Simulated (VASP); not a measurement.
Wanted: the native input for a VASP 6.6.1 run.

```
Task                   : single point
Functional             : PBEsol
Potentials or basis    : VASP PAW PBE potentials, release 64 (In_d, As)
Cutoff                 : 520 eV
k mesh                 : 18 × 18 × 18
Occupations            : gaussian, width 0.15 eV
Spin                   : no spin polarisation
Dipole correction      : no
Further INCAR settings : ALGO = Normal; EDIFF = 1e-06; NBANDS = 16
```

The structure of InAs lies in POSCAR:

```
InAs
1.0
    0.0000000000      3.0525811656      2.6003469188
    3.0525811656      0.0000000000      2.6003469188
    3.0525811656      3.0525811656      0.0000000000
In As
1 1
Direct
    0.5000000000      0.5000000000      0.5000000000
    0.0000000000      0.0000000000      0.0000000000
```

This cell differs from its parent crystal: strain +0.080 along x and y, -0.080 along z.

The input as run:

INCAR

```
SYSTEM = InAs
PREC = Accurate
ENCUT = 520
EDIFF = 1E-6
ISMEAR = 0
SIGMA = 0.15
LREAL = .FALSE.
LASPH = .TRUE.
NELM = 60
ALGO = Normal
ISIF = 2
LWAVE = .FALSE.
LCHARG = .FALSE.
GGA = PS
NBANDS = 16
```

KPOINTS

```
regular mesh
0
G
  18 18 18
  0 0 0
```

Potentials or basis: VASP PAW PBE potentials, release 64 (In_d, As).

The run is started by

```bash
$ cat potpaw_PBE.64/In_d/POTCAR potpaw_PBE.64/As/POTCAR > POTCAR
$ mpirun -np 1 vasp_std > vasp.out
```

It gave:

- Pressure: -0.7 GPa
- Band gap on the k mesh: zero (band 9 reaches 5.95 eV, above the bottom of band 10 at 2.94 eV)

Caveat: the cell differs from its parent crystal (strain +0.080 along x and y, -0.080 along z); the PAW data sets were made with another functional, which shifts forces and pressure a little; spin-orbit coupling is left out, which moves the levels of the heavy elements.

Wall time 4.3 min on 1 thread of Intel(R) Xeon(R) Platinum 8124M CPU @ 3.00GHz (Skylake/Cascade Lake) (shared host), peak memory 0.49 GiB.
